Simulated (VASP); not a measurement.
Set up this calculation in VASP 6.6.1, as the native input.

| Quantity | Value |
| --- | --- |
| Task | electric field gradients |
| Functional | PBE |
| Potentials or basis | VASP PAW PBE potentials, release 64 (Co) |
| Cutoff | 520 eV |
| k mesh | 15 × 15 × 8 |
| Occupations | fermi-dirac, width 0.05 eV |
| Spin | collinear spin, antiferromagnetic start |
| Starting moments | [-2.0, 2.0] μB |
| Dipole correction | no |
| Further INCAR settings | ALGO = Normal; EDIFF = 1e-08; NBANDS = 20 |

The structure of Co lies in POSCAR:

```
Co
1.0
    2.5074000000      0.0000000000      0.0000000000
   -1.2537000000      2.1714720974      0.0000000000
    0.0000000000      0.0000000000      4.0699000000
Co
2
Direct
    0.3333333333      0.6666666667      0.2500000000
    0.6666666667      0.3333333333      0.7500000000
```

These files were run (other wordings do the same):

INCAR

```
SYSTEM = Co
PREC = Accurate
ENCUT = 520
EDIFF = 1E-8
ISMEAR = -1
SIGMA = 0.05
LREAL = .FALSE.
LASPH = .TRUE.
NELM = 150
ALGO = Normal
ISIF = 2
LWAVE = .FALSE.
LCHARG = .FALSE.
ISPIN = 2
MAGMOM = -2 2
LORBIT = 11
LMAXMIX = 4
GGA = PE
LEFG = .TRUE.
NBANDS = 20
```

KPOINTS

```
regular mesh
0
G
  15 15 8
  0 0 0
```

Potentials or basis: VASP PAW PBE potentials, release 64 (Co).

Command:

```sh
$ cat potpaw_PBE.64/Co/POTCAR > POTCAR
$ mpirun -np 1 vasp_std > vasp.out
```

It gave:

```json
{
 "Pressure": "-10.1 GPa",
 "Band gap on the k mesh": "zero (filled and empty bands overlap)",
 "Net moment": "0.00 μB per cell",
 "Site moments": "Co -1.03, +1.03 μB",
 "Valence electrons inside the program's atomic spheres": "Co 8.23"
}
```

Caveat: without QUAD_EFG the Cq values of the log hold for a quadrupole moment of 1 mb, not for the nuclei.

It took 2.2 min on 1 thread of Intel(R) Xeon(R) Platinum 8488C (Sapphire Rapids), with other jobs on the host, peak memory 0.2 GiB.
